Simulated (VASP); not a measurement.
TiCo, 2 atoms in the cell. The structure is cubic, space group Pm-3m (No. 221). Conventional cell: a = 2.985 Å, b = 2.985 Å, c = 2.985 Å, α = 90.00°, β = 90.00°, γ = 90.00°. Ti (site symmetry m-3m) has 8 Co at 2.59 Å and 6 Ti at 2.99 Å within 3.4 Å. Within 3.4 Å of Co (site symmetry m-3m) lie 8 Ti at 2.59 Å and 6 Co at 2.99 Å. 

```yaml
Program: VASP 6.6.1
Task: single point
Functional: r2SCAN
Potentials_or_basis: VASP PAW PBE potentials, release 64 (Ti_sv, Co)
Cutoff: 520 eV
k_mesh: 18 × 18 × 18
Occupations: gaussian, width 0.1 eV
Spin: collinear spin, ferromagnetic start
Starting_moments: "[1.0, 3.0] μB"
Dipole_correction: no
Further_INCAR_settings: ALGO = Normal; EDIFF = 1e-06; NBANDS = 22
```

Potentials or basis: VASP PAW PBE potentials, release 64 (Ti_sv, Co).

Launch:

```console
$ cat potpaw_PBE.64/Ti_sv/POTCAR potpaw_PBE.64/Co/POTCAR > POTCAR
$ cp INCAR.step1 INCAR
$ mpirun -np 1 vasp_std > vasp.out
$ cp INCAR.step2 INCAR
$ mpirun -np 1 vasp_std > vasp.out
```

Hardware: 1 thread of Oxide Virtual Turin-like Processor, with other jobs on the host.

Problem. Estimate the wall time of this run.

Solution. Run time: 18 min on 1 thread of Oxide Virtual Turin-like Processor, with other jobs on the host, peak memory 0.27 GiB. Counts: k points 220.
